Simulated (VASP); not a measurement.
# Sn (C2/m) in VASP: single point with PBEsol

Aim: the single point of Sn with PBEsol.

All numbers are computed with VASP 6.6.1; they aren't measurements. Logs are shortened: lines on timing, memory, paths and dates and some standing lists are left out, and cuts for length are marked.

## (1) The cell of the first run

The structure is monoclinic, space group C2/m (No. 12). The conventional cell has a = 6.047 Å, b = 3.483 Å, c = 6.419 Å, α = 90.00°, β = 109.14°, γ = 90.00°. Sn (site symmetry m) has 10 Sn at 3.32 to 3.49 Å within 4.4 Å.

## (2) Single point, PBEsol (Pb replaced by Sn, lengths x 0.971, strained)

INCAR reads:

```
SYSTEM = Sn
  ALGO = Normal
  EDIFF = 1E-7
  ENCUT = 520
  GGA = PS
  ISIF = 2
  ISMEAR = 0
  LASPH = .TRUE.
  LCHARG = .FALSE.
  LREAL = .FALSE.
  LWAVE = .FALSE.
  NBANDS = 21
  NELM = 100
  PREC = Accurate
  SIGMA = 0.1
```

KPOINTS reads:

```
k-points
0
G
  14 14 8
  0 0 0
```

POSCAR reads:

```
Sn
1.0
    3.0233220385     -1.7415155149      0.0000000000
    3.0233220385      1.7415155149      0.0000000000
   -2.1048214547      0.0000000000      6.0645647174
Sn
2
Direct
    0.0914915900      0.0914915900      0.2737078000
    0.9085084100      0.9085084100      0.7262922000
```

Potentials or basis: VASP PAW PBE potentials, release 64 (Sn_d).

Launch:

```sh
cat potpaw_PBE.64/Sn_d/POTCAR > POTCAR
mpirun -np 1 vasp_std > vasp.out
```

OUTCAR:

```text
SYSTEM = Sn
   EDIFF = 1E-7
   ENCUT = 520
   GGA = PS
   ISIF = 2
   ISMEAR = 0
   LASPH = .TRUE.
   LREAL = .FALSE.
   NELM = 100
   PREC = Accurate

 ion  position               nearest neighbor table
   1  0.091  0.091  0.274-   2 3.32   2 3.39   2 3.39   2 3.43
   2  0.909  0.909  0.726-   1 3.32   1 3.39   1 3.39   1 3.43

  LATTYP: Found a base centered monoclinic cell.
 ALAT       =     6.0466440770
 B/A-ratio  =     0.5760271293
 C/A-ratio  =     1.0616534713
 COS(beta)  =    -0.3278823750

  Lattice vectors:

 A1 = (   3.0233220385,  -1.7415155149,   0.0000000000)
 A2 = (   3.0233220385,   1.7415155149,   0.0000000000)
 A3 = (  -2.1048214547,   0.0000000000,   6.0645647174)

Analysis of symmetry for initial positions (statically):
=====================================================================
 Subroutine PRICEL returns:
 Original cell was already a primitive cell.

 Routine SETGRP: Setting up the symmetry group for a
 base centered monoclinic supercell.

 Subroutine GETGRP returns: Found  4 space group operations
 (whereof  4 operations were pure point group operations)
 out of a pool of  4 trial point group operations.

The static configuration has the point symmetry C_2h.

Analysis of symmetry for dynamics (positions and initial velocities):
=====================================================================
 Subroutine PRICEL returns:
 Original cell was already a primitive cell.

 Routine SETGRP: Setting up the symmetry group for a
 base centered monoclinic supercell.

 Subroutine GETGRP returns: Found  4 space group operations
 (whereof  4 operations were pure point group operations)
 out of a pool of  4 trial point group operations.

The dynamic configuration has the point symmetry C_2h.

 Subroutine INISYM returns: Found  4 space group operations
 (whereof  4 operations are pure point group operations),
 and found     1 'primitive' translations

----------------------------------------------------------------------------------------

                                     Primitive cell

  volume of cell :      63.8618

  direct lattice vectors                    reciprocal lattice vectors
     3.023322038 -1.741515515  0.000000000     0.165380993 -0.287106256  0.057398590
     3.023322038  1.741515515  0.000000000     0.165380993  0.287106256  0.057398590
    -2.104821455  0.000000000  6.064564717     0.000000000  0.000000000  0.164892296

  length of vectors
     3.489033167  3.489033167  6.419440674     0.336266967  0.336266967  0.164892296

  position of ions in fractional coordinates (direct lattice)
     0.091491590  0.091491590  0.273707800
     0.908508410  0.908508410  0.726292200

  ion indices of the primitive-cell ions
   primitive index   ion index
                 1           1
                 2           2

----------------------------------------------------------------------------------------

 KPOINTS: k-points

Automatic generation of k-mesh.
 Grid dimensions read from file:
 generate k-points for:   14   14    8

 Generating k-lattice:

  Cartesian coordinates                     Fractional coordinates (reciprocal lattice)
     0.011812928 -0.020507590  0.004099899     0.071428571 -0.000000000  0.000000000
     0.011812928  0.020507590  0.004099899    -0.000000000  0.071428571  0.000000000
     0.000000000  0.000000000  0.020611537     0.000000000  0.000000000  0.125000000

  Length of vectors
     0.024019069  0.024019069  0.020611537

  Shift w.r.t. Gamma in fractional coordinates (k-lattice)
     0.000000000  0.000000000  0.000000000

 Subroutine IBZKPT returns following result:
 ===========================================

 Found    429 irreducible k-points:

 Following reciprocal coordinates:
            Coordinates               Weight
  0.000000  0.000000  0.000000      1.000000
  0.071429  0.000000  0.000000      4.000000
  0.142857  0.000000  0.000000      4.000000
  0.214286  0.000000  0.000000      4.000000
  0.285714  0.000000 -0.000000      4.000000
  0.357143  0.000000  0.000000      4.000000
[... 16 lines left out ...]
  0.214286  0.142857  0.000000      4.000000
  0.285714  0.142857  0.000000      4.000000
 [... further k-points ...]
   k-points           NKPTS =    429   k-points in BZ     NKDIM =    429   number of bands    NBANDS=     21
   number of dos      NEDOS =    301   number of ions     NIONS =      2
   total plane-waves  NPLWV =  37632
   dimension x,y,z NGX =    28 NGY =   28 NGZ =   48
   dimension x,y,z NGXF=    56 NGYF=   56 NGZF=   96
   ions per type =               2
   NGX,Y,Z   is equivalent  to a cutoff of  13.34, 13.34, 12.43 a.u.
   NGXF,Y,Z  is equivalent  to a cutoff of  26.68, 26.68, 24.86 a.u.
 SYSTEM =  Sn
   PREC   = accura    normal or accurate (medium, high low for compatibility)
   ISTART =      0    job   : 0-new  1-cont  2-samecut
   ICHARG =      2    charge: 1-file 2-atom 10-const
   ISPIN  =      1    spin polarized calculation?
   LNONCOLLINEAR =      F non collinear calculations
   LSORBIT =      F    spin-orbit coupling
   LASPH  =      T    aspherical Exc in radial PAW
   ENCUT  =  520.0 eV  38.22 Ry    6.18 a.u.   6.49  6.49 11.94*2*pi/ulx,y,z
   NELM   =    100;   NELMIN=  2; NELMDL= -5     # of ELM steps
   EDIFF  = 0.1E-06   stopping-criterion for ELM
   LREAL  =      F    real-space projection
   EDIFFG = 0.1E-05   stopping-criterion for IOM
   NSW    =      0    number of steps for IOM
   IBRION =     -1    ionic relax: 0-MD 1-quasi-New 2-CG
   NFREE  =      0    steps in history (QN), initial steepest desc. (CG)
   ISIF   =      2    stress and relaxation
   ISYM   =      2    0-nonsym 1-usesym 2-fastsym
   POTIM  = 0.5000    time-step for ionic-motion
   TEBEG  =    0.0;   TEEND  =   0.0 temperature during run
   PSTRESS=    0.0 pullay stress
   NELECT =      28.0000    total number of electrons
   NUPDOWN=      -1.0000    fix difference up-down
   EMIN   =  10.00;   EMAX   =-10.00  energy-range for DOS
   EFERMI =   0.00;   METHOD = LEGACY
   ISMEAR =     0;   SIGMA  =   0.10  broadening in eV -4-tet -1-fermi 0-gaus
   EFERMI_NEDOS =   21; number of points for ismear=-14 and -15
   IALGO  =     38    algorithm
   IMIX   =      4    mixing-type and parameters
     AMIX     =   0.40;   BMIX     =  1.00
     AMIX_MAG =   1.60;   BMIX_MAG =  1.00
  volume/ion in A,a.u.               =      31.93       215.48
  Fermi-wavevector in a.u.,A,eV,Ry     =   1.243694  2.350242 21.045165  1.546776
  Thomas-Fermi vector in A             =   2.377994
   LORBIT       =      0    0 simple, 1 ext, 2 COOP (PROOUT), +10 PAW based schemes
   GGA     = PS    functional components
   LHFCALC =     F    Hartree Fock is set to
   AEXX    =    0.0000 exact exchange contribution
   IVDW    =     0    specifies the selected vdW correction
   LEPSILON=     F    determine dielectric tensor
   LRPA    =     F    only Hartree local field effects (RPA)
 non-spin polarized calculation
 Gauss-broadening in eV      SIGMA  =   0.10
  energy-cutoff  :      520.00
  volume of cell :       63.86
 maximum number of plane-waves:      1744
 NGX is ok and might be reduce to    28
   NGX = 13   NGY = 13   NGZ = 23

 number of electron      27.9999998 magnetization

 Free energy of the ion-electron system (eV)
  ---------------------------------------------------
  ext. energy  EPLUGINS =         0.00000000
  ---------------------------------------------------
  free energy    TOTEN  =        -8.21056511 eV

  energy without entropy =       -8.20441074  energy(sigma->0) =       -8.20748792

 E-fermi :   6.1720     XC(G=0):  -9.7245

 val. band max:        6.1674993919   @ k =   0.4286   0.4286   0.5000
 cond. band min:       6.1737465551   @ k =   0.1429   0.1429   0.3750
 fundamental gap:      0.0062471632
 Fermi energy:         6.1720369330

 k-point     1 :       0.0000    0.0000    0.0000
  band No.  band energies     occupation
      1     -15.2992      2.00000
      2     -15.2608      2.00000
      3     -15.2606      2.00000
      4     -15.2594      2.00000
      5     -15.2593      2.00000
      6     -15.2244      2.00000
[... 13 lines left out ...]
     20      15.5906      0.00000
     21      16.3634      0.00000

 k-point     2 :       0.0714    0.0000    0.0000
  band No.  band energies     occupation
      1     -15.2972      2.00000
      2     -15.2612      2.00000
      3     -15.2602      2.00000
      4     -15.2562      2.00000
      5     -15.2549      2.00000
      6     -15.2215      2.00000
[... 13 lines left out ...]
     20      15.6748      0.00000
     21      15.9807      0.00000

 k-point     3 :       0.1429    0.0000    0.0000
  band No.  band energies     occupation
      1     -15.2923      2.00000
      2     -15.2649      2.00000
      3     -15.2622      2.00000
      4     -15.2438      2.00000
      5     -15.2412      2.00000
      6     -15.2203      2.00000
[... 13 lines left out ...]
     20      15.1490      0.00000
     21      16.0622      0.00000

 k-point     4 :       0.2143    0.0000    0.0000
  band No.  band energies     occupation
      1     -15.2888      2.00000
      2     -15.2697      2.00000
      3     -15.2638      2.00000
      4     -15.2319      2.00000
      5     -15.2282      2.00000
      6     -15.2223      2.00000
[... 13 lines left out ...]
     20      14.3468      0.00000
     21      15.4354      0.00000

 k-point     5 :       0.2857    0.0000   -0.0000
  band No.  band energies     occupation
      1     -15.2913      2.00000
      2     -15.2749      2.00000
      3     -15.2619      2.00000
      4     -15.2460      2.00000
      5     -15.2218      2.00000
      6     -15.2017      2.00000
[... 13 lines left out ...]
     20      13.7989      0.00000
     21      14.3899      0.00000

 k-point     6 :       0.3571    0.0000    0.0000
  band No.  band energies     occupation
      1     -15.2971      2.00000
      2     -15.2796      2.00000
      3     -15.2657      2.00000
      4     -15.2521      2.00000
      5     -15.2226      2.00000
      6     -15.1863      2.00000
[... 13 lines left out ...]
     20      13.5424      0.00000
     21      14.0017      0.00000

 k-point     7 :       0.4286    0.0000    0.0000
  band No.  band energies     occupation
      1     -15.3018      2.00000
      2     -15.2821      2.00000
      3     -15.2750      2.00000
      4     -15.2509      2.00000
      5     -15.2244      2.00000
      6     -15.1814      2.00000
[... 13 lines left out ...]
     20      13.3223      0.00000
     21      14.0292      0.00000
[... 291 lines left out ...]
      1     -15.2896      2.00000
      2     -15.2659      2.00000
      3     -15.2623      2.00000
      4     -15.2331      2.00000
      5     -15.2321      2.00000
      6     -15.2226      2.00000
[... 13 lines left out ...]
     20      15.2558      0.00000
     21      16.1835      0.00000

 k-point    21 :      -0.0714    0.0714    0.0000
  band No.  band energies     occupation
      1     -15.2940      2.00000
      2     -15.2633      2.00000
      3     -15.2605      2.00000
      4     -15.2471      2.00000
      5     -15.2467      2.00000
      6     -15.2187      2.00000
[... 13 lines left out ...]
     20      15.2670      0.00000
     21      15.9416      0.00000

 k-point    22 :       0.1429    0.1429    0.0000
  band No.  band energies     occupation
      1     -15.2953      2.00000
      2     -15.2633      2.00000
      3     -15.2611      2.00000
      4     -15.2445      2.00000
      5     -15.2403      2.00000
      6     -15.2168      2.00000
[... 13 lines left out ...]
     20      15.6609      0.00000
     21      16.5858      0.00000

 k-point    23 :       0.2143    0.1429    0.0000
  band No.  band energies     occupation
      1     -15.2935      2.00000
      2     -15.2623      2.00000
      3     -15.2614      2.00000
      4     -15.2371      2.00000
      5     -15.2329      2.00000
      6     -15.2180      2.00000
[... 13 lines left out ...]
     20      15.6675      0.00000
     21      16.4400      0.00000

 k-point    24 :       0.2857    0.1429    0.0000
  band No.  band energies     occupation
      1     -15.2863      2.00000
      2     -15.2657      2.00000
      3     -15.2612      2.00000
      4     -15.2378      2.00000
      5     -15.2240      2.00000
      6     -15.2189      2.00000
[... 13 lines left out ...]
     20      15.4733      0.00000
     21      15.7593      0.00000

 [... further k-points ...]

------------------------ aborting loop because EDIFF is reached ----------------------------------------

  FORCE on cell =-STRESS in cart. coord.  units (eV):
  Direction    XX          YY          ZZ          XY          YZ          ZX
  --------------------------------------------------------------------------------------
  -------------------------------------------------------------------------------------
  Total       -2.4591176     -2.4681906     -2.0547322      0.0000000      0.0000000     -0.0101072
  in kB      -61.6947900    -61.9224156    -51.5494969      0.0000000      0.0000000     -0.2535724
  external PRESSURE =     -58.3889008 kB  Pullay stress =       0.0000000 kB

 VOLUME and BASIS-vectors are now :
 -----------------------------------------------------------------------------
  energy-cutoff  :      520.00
  volume of cell :       63.86
      direct lattice vectors                 reciprocal lattice vectors
     3.023322038 -1.741515515  0.000000000     0.165380993 -0.287106256  0.057398590
     3.023322038  1.741515515  0.000000000     0.165380993  0.287106256  0.057398590
    -2.104821455  0.000000000  6.064564717     0.000000000  0.000000000  0.164892296

 POSITION                                       TOTAL-FORCE (eV/Angst)
 -----------------------------------------------------------------------------------
     -0.02289      0.00000      1.65992        -0.003094      0.000000      0.107234
      3.96471      0.00000      4.40465         0.003094      0.000000     -0.107234
 -----------------------------------------------------------------------------------
    total drift:                                0.000000      0.000000     -0.000000

  FREE ENERGIE OF THE ION-ELECTRON SYSTEM (eV)
  ---------------------------------------------------
  free  energy   TOTEN  =        -8.2105651091 eV

  energy  without entropy=       -8.2044107381  energy(sigma->0) =       -8.20748792
```

It took 8.8 min on 1 thread of Intel Xeon 8259CL, shared host; peak memory 0.53 GiB.

Results:

* Free energy: -8.2106 eV
* Pressure: -5.8 GPa
* Largest force: 0.107 eV/Å
* Band gap on the k mesh: zero (bands 14 and 15 overlap by 7.61 eV)

Forces in eV/Å, atoms in the order of the input:
```
Sn  -0.003  0.000  0.107
Sn   0.003  0.000 -0.107
```

Stress tensor (GPa, compression positive):
```
-6.17  0.00 -0.03
 0.00 -6.19  0.00
-0.03  0.00 -5.15
```

Caveat: the cell differs from its parent crystal (Pb replaced by Sn, lengths x 0.971, strained); the cell stands under tension; the PAW data sets were made with another functional, which shifts forces and pressure a little; spin-orbit coupling is left out, which moves the levels of the heavy elements.
